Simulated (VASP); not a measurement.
AgRh: single point with LDA

AgRh:

```
CELL_PARAMETERS angstrom
2.77759 0.00000 0.00000
-1.38879 2.40546 0.00000
0.00000 0.00000 4.80860
ATOMIC_POSITIONS crystal
Ag 0.00000 0.00000 0.50000
Rh 0.66667 0.33333 0.00000
```

```
Program             : VASP 6.6.1
Task                : single point
Functional          : LDA
Potentials or basis : VASP PAW LDA potentials, release 64 (Ag, Rh_pv)
Cutoff              : 500 eV
k mesh              : 8 × 8 × 4
Occupations         : gaussian, width 0.1 eV
Spin                : no spin polarisation
```

```yaml
Pressure: -15.2 GPa
Band_gap_on_the_k_mesh: zero (bands 13 and 14 overlap by 1.37 eV)
```

Stress tensor (GPa, compression positive):
```
-15.02   0.00   0.00
  0.00 -15.02   0.00
  0.00   0.00 -15.45
```

Levels at points of the mesh, in eV from the Fermi level:
| k point | band 10 | band 11 | band 12 | band 13 | band 14 | band 15 | band 16 | band 17 |
| --- | --- | --- | --- | --- | --- | --- | --- | --- |
| (0.00, 0.00, 0.00) | -3.06 | -1.78 | -1.78 | 0.13 | 0.13 | 0.14 | 5.28 | 16.66 |
| (0.50, 0.00, 0.00) | -2.15 | -1.63 | -0.09 | 1.14 | 1.84 | 3.96 | 8.34 | 8.61 |
| (0.00, 0.00, 0.50) | -3.14 | -2.49 | -1.59 | -1.59 | 0.10 | 0.10 | 11.53 | 12.46 |
| (0.50, 0.00, 0.50) | -1.72 | -0.59 | -0.18 | 1.14 | 1.66 | 2.47 | 6.41 | 7.87 |

Run time: 14 s on 1 thread of Intel Xeon 8259CL, on a shared host, peak memory 0.14 GiB.

Caveat: the cell stands under tension.
